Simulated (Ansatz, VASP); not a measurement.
**HgTe: VASP beside Ansatz**

```xyz
4
Lattice="0.0002 -3.2565 -3.2575 0.0001 3.2557 -3.2567 6.5010 -0.0001 -0.0003" Properties=species:S:1:pos:R:3 pbc="T T T"
Hg    3.2505    0.0024   -3.2577
Hg   -0.0002   -0.0028    0.0005
Te    1.6255    1.6274   -1.6265
Te    4.8761   -1.6280   -1.6309
```

Change from the starting cell: all atoms moved at random, sigma 0.05 Å a component; relaxed back.

Alike in both runs: functional PBEsol; k mesh 8 × 8 × 6; occupations gaussian, width 0.15 eV; no spin polarisation.

Ansatz relaxed the structure, and its values are those at the end. VASP's run is a single point on that final structure, the one shown.

|  | VASP | Ansatz |
| --- | --- | --- |
| version | VASP 6.6.1 | Ansatz 0.2.0 |
| potentials or method | VASP PAW PBE potentials, release 64 (Hg, Te), cutoff 520 eV | scalar-relativistic, plane waves, PAW |
| valence electrons in the cell | 36 | 72 |

|  | VASP | Ansatz | Ansatz less VASP |
| --- | --- | --- | --- |
| gap on the k mesh at the Fermi level (eV) | none | none | - |
| pressure (GPa) | 0.1 | 0.0 | -0.11 |

VASP's potentials were made for PBE, not for PBEsol. A gap of «none» marks a metal or a gap that the smearing closes. With one functional, cell and mesh, what is left measures potentials, basis and numerics. VASP's potentials hold 36 valence electrons a cell and Ansatz's 72, so a difference there can come from the potentials and not from the codes.

Spin-orbit coupling is off throughout.
